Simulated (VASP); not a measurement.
# Ti3N5 in VASP: further runs, part 2 of 2

VASP 6.6.1.

### 3 Single point, PBE, collinear spin

Input file INCAR:

```
SYSTEM = Ti3N5
PREC = Accurate ; ENCUT = 520
EDIFF = 1E-6 ; ISMEAR = 0
SIGMA = 0.1 ; LREAL = .False.
LASPH = .True. ; NELM = 150
ALGO = Normal ; ISIF = 2
LWAVE = .False. ; LCHARG = .False.
ISPIN = 2 ; MAGMOM = 0 0 0 0 3 0 0 0
LORBIT = 11 ; LMAXMIX = 4
LDIPOL = .True. ; IDIPOL = 3
DIPOL = 0.5 0.5 0.349 ; GGA = PE
NBANDS = 44
```

Input file KPOINTS:

```
Automatic mesh
0
Gamma
  9 9 1
  0 0 0
```

Input file POSCAR:

```
Ti3N5
1.0
    3.0028555063      0.0000000000      0.0000000000
   -1.5014277532      2.6005491524      0.0000000000
    0.0000000000      0.0000000000     24.1233847547
N Ti
5 3
Direct
    0.3333333333      0.6666666667      0.1658142106
    0.0000000000      0.0000000000      0.2674509120
    0.6666666667      0.3333333333      0.3654788005
    0.3333333333      0.6666666667      0.4611038156
    0.3333333333      0.6666666667      0.5684685169
    0.6666666667      0.3333333333      0.2166325614
    0.3333333333      0.6666666667      0.3190139885
    0.0000000000      0.0000000000      0.4290633808
```

Potentials or basis: VASP PAW PBE potentials, release 64 (N, Ti_sv).

Command:

```console
$ cat potpaw_PBE.64/N/POTCAR potpaw_PBE.64/Ti_sv/POTCAR > POTCAR
$ mpirun -np 1 vasp_std > vasp.out
```

OUTCAR:

```text
SYSTEM = Ti3N5
   PREC = Accurate
   ENCUT = 520
   EDIFF = 1E-6
   ISMEAR = 0
   LREAL = .False.
   LASPH = .True.
   NELM = 150
   ISIF = 2
   ISPIN = 2
   LORBIT = 11
   GGA = PE

 ion  position               nearest neighbor table
   1  0.333  0.667  0.166-   6 2.12   6 2.12   6 2.12
   2  0.000  0.000  0.267-   6 2.12   6 2.12   6 2.12   7 2.13   7 2.13   7 2.13
   3  0.667  0.333  0.365-   7 2.06   7 2.06   7 2.06   8 2.31   8 2.31   8 2.31
   4  0.333  0.667  0.461-   8 1.90   8 1.90   8 1.90
   5  0.333  0.667  0.568-
   6  0.667  0.333  0.217-   2 2.12   2 2.12   2 2.12   1 2.12   1 2.12   1 2.12
   7  0.333  0.667  0.319-   3 2.06   3 2.06   3 2.06   2 2.13   2 2.13   2 2.13
   8  0.000  0.000  0.429-   4 1.90   4 1.90   4 1.90   3 2.31   3 2.31   3 2.31

  LATTYP: Found a hexagonal cell.
 ALAT       =     3.0028555063
 C/A-ratio  =     8.0334816990

  Lattice vectors:

 A1 = (   3.0028555063,   0.0000000000,   0.0000000000)
 A2 = (  -1.5014277532,   2.6005491524,   0.0000000000)
 A3 = (   0.0000000000,   0.0000000000,  24.1233847547)

Analysis of symmetry for initial positions (statically):
=====================================================================
 Subroutine PRICEL returns:
 Original cell was already a primitive cell.

 Routine SETGRP: Setting up the symmetry group for a
 hexagonal supercell.

 Subroutine GETGRP returns: Found  6 space group operations
 (whereof  6 operations were pure point group operations)
 out of a pool of 24 trial point group operations.

The static configuration has the point symmetry C_3v.

Analysis of symmetry for dynamics (positions and initial velocities):
=====================================================================
 Subroutine PRICEL returns:
 Original cell was already a primitive cell.

 Routine SETGRP: Setting up the symmetry group for a
 hexagonal supercell.

 Subroutine GETGRP returns: Found  6 space group operations
[... 724 lines left out ...]
      2     -58.0422      1.00000
      3     -57.6845      1.00000
      4     -35.3561      1.00000
      5     -35.0438      1.00000
      6     -35.0438      1.00000
[... 529 lines left out ...]
     41       2.6854      0.00000
     42       2.9984      0.00000
 [bands above 42 left out]

------------------------ aborting loop because EDIFF is reached ----------------------------------------

 vacuum level on the upper side and lower side of the slab       (xc-potential included)        -0.547         0.549

  FORCE on cell =-STRESS in cart. coord.  units (eV):
  Direction    XX          YY          ZZ          XY          YZ          ZX
  --------------------------------------------------------------------------------------
  -------------------------------------------------------------------------------------
  Total        1.8703326      1.8703326     -3.0572278     -0.0000000     -0.0000000      0.0000000
  in kB       15.9071241     15.9071241    -26.0016334     -0.0000000     -0.0000000      0.0000000
  external PRESSURE =       1.9375383 kB  Pullay stress =       0.0000000 kB

 VOLUME and BASIS-vectors are now :
 -----------------------------------------------------------------------------
  energy-cutoff  :      520.00
  volume of cell :      188.38
      direct lattice vectors                 reciprocal lattice vectors
     3.002855506  0.000000000  0.000000000     0.333016357  0.192267083  0.000000000
    -1.501427753  2.600549152  0.000000000     0.000000000  0.384534166  0.000000000
     0.000000000  0.000000000 24.123384755     0.000000000  0.000000000  0.041453553

 POSITION                                       TOTAL-FORCE (eV/Angst)
 -----------------------------------------------------------------------------------
     -0.00000      1.73370      4.00000        -0.000000     -0.000000      4.380268
      0.00000      0.00000      6.45182         0.000000      0.000000      1.281195
      1.50143      0.86685      8.81659        -0.000000      0.000000      0.125829
     -0.00000      1.73370     11.12338         0.000000      0.000000      0.064916
     -0.00000      1.73370     13.71338         0.000000     -0.000000      0.171403
      1.50143      0.86685      5.22591         0.000000     -0.000000     -5.731855
     -0.00000      1.73370      7.69570        -0.000000      0.000000     -0.007640
      0.00000      0.00000     10.35046        -0.000000     -0.000000     -0.284116
 -----------------------------------------------------------------------------------
    total drift:                                0.000001     -0.000000     -0.001057

  FREE ENERGIE OF THE ION-ELECTRON SYSTEM (eV)
  ---------------------------------------------------
  free  energy   TOTEN  =       -67.3804937674 eV

  energy  without entropy=      -67.3711110917  energy(sigma->0) =      -67.37580243

 vacuum level on the upper side and lower side of the slab         5.837         6.927

 total charge

# of ion       s       p       d       tot
------------------------------------------
    1        1.311   2.200   0.000   3.510
    2        1.253   2.497   0.000   3.750
    3        1.251   2.478   0.000   3.729
    4        1.298   2.455   0.000   3.753
    5        1.364   1.925   0.000   3.289
    6        2.193   6.225   1.894  10.313
    7        2.199   6.255   1.897  10.350
    8        2.231   6.263   1.980  10.474
--------------------------------------------------
tot         13.100  30.298   5.771  49.169

 magnetization (x)

# of ion       s       p       d       tot
------------------------------------------
    1       -0.001  -0.013   0.000  -0.014
    2       -0.000   0.001   0.000   0.000
    3        0.000   0.002   0.000   0.003
    4        0.005  -0.000   0.000   0.005
    5        0.047   1.895   0.000   1.941
    6       -0.000  -0.000   0.004   0.004
    7       -0.000   0.000  -0.007  -0.007
    8        0.001   0.001   0.039   0.040
--------------------------------------------------
tot          0.051   1.885   0.036   1.972
```

OSZICAR:

```text
N       E                     dE             d eps       ncg     rms          rms(c)
DAV:   1     0.801320963148E+03    0.80132E+03   -0.30830E+04  2264   0.140E+03
DAV:   2     0.479959568986E+02   -0.75333E+03   -0.71247E+03  2340   0.440E+02
[... 25 lines left out ...]
DAV:  28    -0.673802234666E+02   -0.40181E-03   -0.18731E-05  2616   0.190E-02    0.156E-02
DAV:  29    -0.673803573661E+02   -0.13390E-03   -0.66208E-06  2300   0.135E-02    0.139E-02
DAV:  30    -0.673804591407E+02   -0.10177E-03   -0.63998E-06  2352   0.164E-02    0.981E-03
DAV:  31    -0.673804959172E+02   -0.36776E-04   -0.64789E-06  2360   0.146E-02    0.628E-03
DAV:  32    -0.673804938290E+02    0.20882E-05   -0.34611E-06  2284   0.107E-02    0.394E-03
DAV:  33    -0.673804937674E+02    0.61606E-07   -0.16022E-06  1912   0.962E-03
   1 F= -.67380494E+02 E0= -.67375802E+02  d E =-.938268E-02  mag=     2.9605
```

Wall time 13 min (1 thread of Oxide Virtual Turin-like, shared host); peak memory 0.43 GiB.

What came out:

```yaml
Free_energy: -67.3805 eV
Largest_force: 5.732 eV/Å
Band_gap_on_the_k_mesh: zero (filled and empty bands overlap)
Net_moment: 2.96 μB per cell
Site_moments: N -0.01, +0.00, +0.01, +1.94 (each value once); Ti +0.00, -0.01, +0.04 μB
Valence_electrons_inside_the_program's_atomic_spheres: N 3.51, 3.75, 3.73, 3.29 (each value once); Ti 10.31, 10.35, 10.47
```

Forces in eV/Å, atoms in the order of the input:
```
N    0.000  0.000  4.380
N    0.000  0.000  1.281
N    0.000  0.000  0.126
N    0.000  0.000  0.065
N    0.000  0.000  0.171
Ti   0.000  0.000 -5.732
Ti   0.000  0.000 -0.008
Ti   0.000  0.000 -0.284
```

Levels at points of the mesh, in eV from the Fermi level:
Spin up:
| k point | band 28 | band 29 | band 30 | band 31 | band 32 | band 33 | band 34 | band 35 | band 36 | band 37 |
| --- | --- | --- | --- | --- | --- | --- | --- | --- | --- | --- |
| (0.00, 0.00, 0.00) | -0.72 | -0.18 | -0.18 | 0.07 | 0.07 | 0.34 | 0.34 | 1.13 | 1.75 | 1.75 |
Spin down:
```
           k point  band 27  band 28  band 29  band 30  band 31  band 32
(0.00, 0.00, 0.00)    -0.78     0.06     0.06     0.33     0.33     1.08
```

### 4 Single point, PBE, collinear spin

Input file INCAR:

```
SYSTEM = Ti3N5
ALGO = Normal
DIPOL = 0.5 0.5 0.341
EDIFF = 1E-6
ENCUT = 520
GGA = PE
IDIPOL = 3
ISIF = 2
ISMEAR = 0
ISPIN = 2
LASPH = .TRUE.
LCHARG = .FALSE.
LDIPOL = .TRUE.
LMAXMIX = 4
LORBIT = 11
LREAL = .FALSE.
LWAVE = .FALSE.
MAGMOM = 0 0 0 0 3 0 0 0
NBANDS = 44
NELM = 150
PREC = Accurate
SIGMA = 0.1
```

Input file KPOINTS:

```
k-points
0
G
  9 9 1
  0 0 0
```

Edit POSCAR of step 3 so:

```diff
@@ -12,3 +12,3 @@
     0.3333333333      0.6666666667      0.4611038156
-    0.3333333333      0.6666666667      0.5684685169
+    1.0000000000      0.0000000000      0.5025573682
     0.6666666667      0.3333333333      0.2166325614
```

Command:

```console
$ cat potpaw_PBE.64/N/POTCAR potpaw_PBE.64/Ti_sv/POTCAR > POTCAR
$ mpirun -np 1 vasp_std > vasp.out
```

It took 14 min on 1 thread of Oxide Virtual Turin-like, shared host; peak memory 0.44 GiB.

Results (log left out):

| Property | Result |
| --- | --- |
| Free energy | -67.3142 eV |
| Largest force | 5.512 eV/Å |
| Net moment | 0.00 μB per cell |
| Valence electrons inside the program's atomic spheres | N 3.51, 3.75, 3.73, 3.69, 3.45; Ti 10.31, 10.36, 10.84 |

Forces in eV/Å, atoms in the order of the input:
```
N    0.000  0.000  4.264
N    0.000  0.000  1.118
N    0.000  0.000  0.674
N    0.000  0.000  1.619
N    0.000  0.000  2.043
Ti   0.000  0.000 -5.512
Ti   0.000  0.000 -0.231
Ti   0.000  0.000 -3.975
```

Levels at points of the mesh, in eV from the Fermi level:
Spin up:
```csv
k point,band 26,band 27,band 28,band 29,band 30,band 31,band 32,band 33,band 34,band 35
"(0.00, 0.00, 0.00)",-2.38,-1.23,-1.23,-1.16,-0.49,0.06,0.06,0.48,0.48,1.15
```
Spin down:
```
           k point  band 26  band 27  band 28  band 29  band 30  band 31  band 32  band 33  band 34  band 35
(0.00, 0.00, 0.00)    -2.38    -1.23    -1.23    -1.16    -0.49     0.06     0.06     0.48     0.48     1.15
```

### 5 Single point, PBE, collinear spin

Input file INCAR:

```
PREC = Accurate ; ENCUT = 520
EDIFF = 1E-7 ; ISMEAR = 0
SIGMA = 0.1 ; LREAL = False
LASPH = True ; NELM = 150
ALGO = Normal ; ISIF = 2
LWAVE = False ; LCHARG = True
ISPIN = 2 ; MAGMOM = 0 0 0 0 3 0 0 0
LORBIT = 11 ; LMAXMIX = 4
LDIPOL = True ; IDIPOL = 3
DIPOL = 0.5 0.5 0.347 ; GGA = PE
LELF = True ; LVHAR = True
LVACPOTAV = True ; NBANDS = 44
```

Input file KPOINTS:

```
regular mesh
0
Gamma
  9 9 1
```

Edit POSCAR of step 4 so:

```diff
@@ -12,3 +12,3 @@
     0.3333333333      0.6666666667      0.4611038156
-    1.0000000000      0.0000000000      0.5025573682
+    1.0000000000      0.0000000000      0.5477417406
     0.6666666667      0.3333333333      0.2166325614
```

Potentials or basis: VASP PAW PBE potentials, release 64 (N, Ti_sv).

Command:

```console
$ cat potpaw_PBE.64/N/POTCAR potpaw_PBE.64/Ti_sv/POTCAR > POTCAR
$ mpirun -np 1 vasp_std > vasp.out
```

OUTCAR:

```text
PREC = Accurate
   ENCUT = 520
   EDIFF = 1E-7
   ISMEAR = 0
   LREAL = False
   LASPH = True
   NELM = 150
   ISIF = 2
   ISPIN = 2
   LORBIT = 11
   GGA = PE

 ion  position               nearest neighbor table
   1  0.333  0.667  0.166-   6 2.12   6 2.12   6 2.12
   2  0.000  0.000  0.267-   6 2.12   6 2.12   6 2.12   7 2.13   7 2.13   7 2.13
   3  0.667  0.333  0.365-   7 2.06   7 2.06   7 2.06   8 2.31   8 2.31   8 2.31
   4  0.333  0.667  0.461-   8 1.90   8 1.90   8 1.90
   5  0.000  0.000  0.548-
   6  0.667  0.333  0.217-   2 2.12   2 2.12   2 2.12   1 2.12   1 2.12   1 2.12
   7  0.333  0.667  0.319-   3 2.06   3 2.06   3 2.06   2 2.13   2 2.13   2 2.13
   8  0.000  0.000  0.429-   4 1.90   4 1.90   4 1.90   3 2.31   3 2.31   3 2.31

  LATTYP: Found a hexagonal cell.
 ALAT       =     3.0028555063
 C/A-ratio  =     8.0334816990

[... 1318 lines left out ...]
     -0.00000      1.73370      7.69570         0.000000     -0.000000      0.002411
      0.00000      0.00000     10.35046         0.000000     -0.000000      0.026057
 -----------------------------------------------------------------------------------
    total drift:                                0.000000     -0.000000      0.000102

  FREE ENERGIE OF THE ION-ELECTRON SYSTEM (eV)
  ---------------------------------------------------
  free  energy   TOTEN  =       -67.3444860052 eV

  energy  without entropy=      -67.3351048092  energy(sigma->0) =      -67.33979541

 vacuum level on the upper side and lower side of the slab         5.752         6.992

 total charge

# of ion       s       p       d       tot
------------------------------------------
    1        1.311   2.200   0.000   3.511
    2        1.253   2.497   0.000   3.750
    3        1.251   2.478   0.000   3.729
    4        1.301   2.451   0.000   3.752
    5        1.367   1.926   0.000   3.293
    6        2.193   6.225   1.894  10.312
    7        2.199   6.255   1.897  10.351
    8        2.230   6.263   1.983  10.475
--------------------------------------------------
tot         13.105  30.294   5.774  49.173

 magnetization (x)

# of ion       s       p       d       tot
------------------------------------------
    1       -0.001  -0.022   0.000  -0.023
    2       -0.000   0.000   0.000  -0.000
    3        0.001   0.005   0.000   0.006
    4        0.011   0.036   0.000   0.047
    5        0.044   1.853   0.000   1.897
    6       -0.000  -0.000   0.007   0.007
    7       -0.000   0.000  -0.011  -0.011
    8        0.000   0.001   0.062   0.063
--------------------------------------------------
tot          0.055   1.872   0.058   1.985
```

Run time: 16 min. Hardware: 1 thread of Oxide Virtual Turin-like, shared host; peak memory 0.44 GiB.

Results:

| Item | Value |
| --- | --- |
| Free energy | -67.3445 eV |
| Largest force | 5.710 eV/Å |
| Net moment | 2.93 μB per cell |
| Site moments | N -0.02, -0.00, +0.01, +0.05, +1.90; Ti +0.01, -0.01, +0.06 μB |
| Valence electrons inside the program's atomic spheres | N 3.51, 3.75, 3.73, 3.29 (each value once); Ti 10.31, 10.35, 10.47 |

Forces on the atoms (eV/Å):
```
N    0.000  0.000  4.366
N    0.000  0.000  1.259
N    0.000  0.000  0.099
N    0.000  0.000 -0.282
N    0.000  0.000  0.240
Ti   0.000  0.000 -5.710
Ti   0.000  0.000  0.002
Ti   0.000  0.000  0.026
```

### 6 Single point, PBE, collinear spin

Input file INCAR:

```
  PREC = Accurate
  ENCUT = 520
  EDIFF = 1E-6
  ISMEAR = 0
  SIGMA = 0.1
  LREAL = F
  LASPH = T
  NELM = 150
  ALGO = Normal
  ISIF = 2
  LWAVE = F
  LCHARG = F
  ISPIN = 2
  MAGMOM = 0 0 0 0 3 0 0 0
  LORBIT = 11
  LMAXMIX = 4
  LDIPOL = T
  IDIPOL = 3
  DIPOL = 0.5 0.5 0.353
  GGA = PE
  NBANDS = 44
```

KPOINTS is that of step 5.

Edit POSCAR of step 5 so:

```diff
@@ -12,3 +12,3 @@
     0.3333333333      0.6666666667      0.4611038156
-    1.0000000000      0.0000000000      0.5477417406
+    1.0000000000      0.0000000000      0.5974860038
     0.6666666667      0.3333333333      0.2166325614
```

Potentials or basis: VASP PAW PBE potentials, release 64 (N, Ti_sv).

Command:

```console
$ cat potpaw_PBE.64/N/POTCAR potpaw_PBE.64/Ti_sv/POTCAR > POTCAR
$ mpirun -np 1 vasp_std > vasp.out
```

Run time: 13 min. Hardware: 1 thread of Oxide Virtual Turin-like, shared host; peak memory 0.43 GiB.

Results (log left out):

| Quantity | Value |
| --- | --- |
| Free energy | -67.4310 eV |
| Largest force | 5.730 eV/Å |
| Band gap on the k mesh | zero (filled and empty bands overlap) |
| Net moment | 3.00 μB per cell |
| Site moments | N -0.00, +0.00, +1.97 (each value once); Ti +0.00, -0.00 (each value once) μB |
| Valence electrons inside the program's atomic spheres | N 3.51, 3.75, 3.73, 3.29 (each value once); Ti 10.31, 10.35, 10.47 |

Forces in eV/Å, atoms in the order of the input:
```
N    0.000  0.000  4.378
N    0.000  0.000  1.284
N    0.000  0.000  0.063
N    0.000  0.000  0.044
N    0.000  0.000  0.001
Ti   0.000  0.000 -5.730
Ti   0.000  0.000 -0.024
Ti   0.000  0.000 -0.016
```

Levels at points of the mesh, in eV from the Fermi level:
Spin up:
```csv
k point,band 30,band 31,band 32,band 33,band 34,band 35
"(0.00, 0.00, 0.00)",-0.26,0.07,0.07,0.34,0.34,1.12
```
Spin down:
```tsv
k point	band 26	band 27	band 28	band 29	band 30	band 31	band 32	band 33
(0.00, 0.00, 0.00)	-2.14	-0.76	0.07	0.07	0.34	0.34	1.11	1.79
```

### 7 Overview

| cell | gap on the mesh (eV) | moment (μB) | largest force (eV/Å) |
| --- | --- | --- | --- |
| as given, atomic positions A | none | 2.84 | 5.69 |
| as given, atomic positions B | none | 2.96 | 5.73 |
| as given, atomic positions C | none | 0.00 | 5.51 |
| as given, atomic positions D | none | 2.93 | 5.71 |
| as given, atomic positions E | none | 3.00 | 5.73 |

Alike in all rows: task single point; level PBE; potentials or basis VASP PAW PBE potentials, release 64 (N, Ti_sv); spin collinear; k mesh 9 × 9 × 1; cutoff (eV) 520; smearing gaussian 0.1 eV.

Total energies depend on the potentials used, so only differences within one code and one set of settings carry meaning.
